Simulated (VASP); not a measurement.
Set up this calculation in VASP 6.6.1, as the native input.

```
Task                   : single point
Functional             : LDA
Potentials or basis    : VASP PAW LDA potentials, release 64 (Hg, Pt)
Cutoff                 : 520 eV
k mesh                 : 12 × 12 × 12
Occupations            : gaussian, width 0.15 eV
Spin                   : no spin polarisation
Dipole correction      : no
Further INCAR settings : ALGO = Fast; EDIFF = 1e-06; NBANDS = 29
```

The structure of HgPt3 lies in POSCAR:

```
HgPt3
1.0
    3.9726881452      0.0000000000      0.0000000000
    0.0000000000      3.7740537379      0.0000000000
    0.0000000000      0.0000000000      3.9726881452
Hg Pt
1 3
Direct
    0.0000000000      0.0000000000      0.0000000000
    0.0000000000      0.5000000000      0.5000000000
    0.5000000000      0.5000000000      0.0000000000
    0.5000000000      0.0000000000      0.5000000000
```

This cell differs from its parent crystal: strain -0.0500 x Voigt [0, 1, 0, 0, 0, 0].

The input as run:

INCAR

```
SYSTEM = HgPt3
  PREC = Accurate
  ENCUT = 520
  EDIFF = 1E-6
  ISMEAR = 0
  SIGMA = 0.15
  LREAL = .FALSE.
  LASPH = .TRUE.
  NELM = 80
  ALGO = Fast
  ISIF = 2
  LWAVE = .FALSE.
  LCHARG = .TRUE.
  LELF = .TRUE.
  LVHAR = .TRUE.
  NBANDS = 29
```

KPOINTS

```
Automatic mesh
0
G
  12 12 12
  0 0 0
```

Potentials or basis: VASP PAW LDA potentials, release 64 (Hg, Pt).

Run with:

```sh
$ cat potpaw_LDA.64/Hg/POTCAR potpaw_LDA.64/Pt/POTCAR > POTCAR
$ mpirun -np 1 vasp_std > vasp.out
```

Results of the run:

The pressure is 17.3 GPa and the band gap on the k mesh is zero (bands 21 and 22 overlap by 1.28 eV).

Caveat: the cell differs from its parent crystal (strain -0.0500 x Voigt [0, 1, 0, 0, 0, 0]); the cell stands under pressure; spin-orbit coupling is left out, which moves the levels of the heavy elements.

It took 110 s on 1 thread of Intel(R) Xeon(R) 6975P-C (Granite Rapids), on a shared host, peak memory 0.37 GiB.
